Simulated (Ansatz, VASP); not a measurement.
## Two plane-wave programs on AlGa3N4

```
Al Ga N
1.0
     4.46534    0.00000    0.00000
     0.00000    4.46534    0.00000
     0.00000    0.00000    4.46534
Al Ga N
1 3 4
Direct
  0.00000 0.00000 0.00000
  0.50000 0.50000 0.00000
  0.50000 0.00000 0.50000
  0.00000 0.50000 0.50000
  0.75535 0.75535 0.24465
  0.75535 0.24465 0.75535
  0.24465 0.75535 0.75535
  0.24465 0.24465 0.24465
```

Alike in both runs: task single point; functional r2SCAN; k mesh 6 × 6 × 6; occupations gaussian, width 0.05 eV; no spin polarisation.

|  | VASP | Ansatz |
| --- | --- | --- |
| version | VASP 6.6.1 | Ansatz 0.2.0 |
| potentials or method | VASP PAW PBE potentials, release 64 (Al, Ga_d, N), cutoff 660 eV | scalar-relativistic, plane waves, PAW |
| valence electrons in the cell | 62 | 62 |

|  | VASP | Ansatz | Ansatz less VASP |
| --- | --- | --- | --- |
| gap on the k mesh at the Fermi level (eV) | 2.82 | 2.82 | 0.000 |
| least direct gap on the mesh (eV) | 2.82 | 2.82 | 0.000 |
| pressure (GPa) | 0.7 | 0.0 | -0.74 |
| rms of the force components (eV/Å) | 0.033 | 0.000 | -0.0326 |

VASP's potentials were made for PBE, not for r2SCAN. Atom by atom the forces differ by 0.033 eV/Å (rms over components).
